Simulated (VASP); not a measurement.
## RbBr: single point with PBE

Crystal: RbBr.

```
Rb Br
1.0
     5.89014    0.00000    0.00000
    -2.94507    5.10101    0.00000
     0.00000    0.00000    6.87033
Rb Br
2 2
Direct
  0.33333 0.66667 0.93750
  0.66667 0.33333 0.43750
  0.33333 0.66667 0.43750
  0.66667 0.33333 0.93750
```

```yaml
Program: VASP 6.6.1
Task: single point
Functional: PBE
Potentials_or_basis: VASP PAW PBE potentials, release 64 (Rb_sv, Br)
Cutoff: 520 eV
k_mesh: 6 × 6 × 4
Occupations: fermi-dirac, width 0.02 eV
Spin: no spin polarisation
Dipole_correction: no
Further_INCAR_settings: ALGO = Normal; EDIFF = 1e-06; NBANDS = 24
```

```yaml
Pressure: 0.3 GPa
Band_gap_on_the_k_mesh: 4.06 eV, direct
```

Stress tensor (GPa, compression positive):
```
0.27 0.00 0.00
0.00 0.27 0.00
0.00 0.00 0.41
```

Levels at points of the mesh, in eV from the valence-band top:
```csv
k point,band 14,band 15,band 16,band 17,band 18,band 19
"(0.00, 0.00, 0.00)",-0.27,-0.27,0.00,4.06,6.83,7.08
"(0.50, 0.00, 0.00)",-0.27,-0.15,-0.12,5.78,6.16,6.38
"(0.00, 0.00, 0.50)",-0.33,-0.33,-0.33,5.21,5.21,8.33
"(0.50, 0.00, 0.50)",-0.27,-0.25,-0.25,6.14,6.14,7.43
```

It took 3.4 min on 1 thread of AMD EPYC 7R43 64-Core Processor (Zen 3), with other jobs on the host, peak memory 0.34 GiB.

A k mesh can miss the band edges.
